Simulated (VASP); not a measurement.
## CaSe: single point with PBE

CaSe:

```
Se Ca
1.0
     0.00000    2.83118    2.83118
     2.83118    0.00000    2.83118
     2.83118    2.83118    0.00000
Se Ca
1 1
Cartesian
  2.8312 2.8312 2.8312
  0.0000 0.0000 0.0000
```

```json
{"Program": "VASP 6.6.1", "Task": "single point", "Functional": "PBE", "Potentials or basis": "VASP PAW PBE potentials, release 64 (Se, Ca_sv)", "Cutoff": "520 eV", "k mesh": "8 × 8 × 8", "Occupations": "fermi-dirac, width 0.05 eV", "Spin": "no spin polarisation", "Dipole correction": "no", "Further INCAR settings": "ALGO = Normal; EDIFF = 1e-06; NBANDS = 15"}
```

The pressure is 10.3 GPa and the band gap on the k mesh is 1.65 eV (least direct gap 2.71 eV).

Levels at points of the mesh, in eV from the valence-band top:
```csv
k point,band 5,band 6,band 7,band 8,band 9,band 10,band 11,band 12
"(0.00, 0.00, 0.00)",-12.30,0.00,0.00,0.00,3.61,3.61,3.61,4.10
"(0.50, 0.00, 0.00)",-11.31,-3.82,-1.51,-1.51,4.72,5.81,5.81,5.83
"(0.50, 0.50, 0.00)",-11.56,-2.87,-1.06,-1.06,1.65,5.24,5.64,6.45
```

Wall time 11 s on 1 thread of Intel(R) Xeon(R) 6975P-C (Granite Rapids), with other jobs on the host, peak memory 0.17 GiB.

Caveat: the cell stands under pressure. A k mesh can miss the band edges.
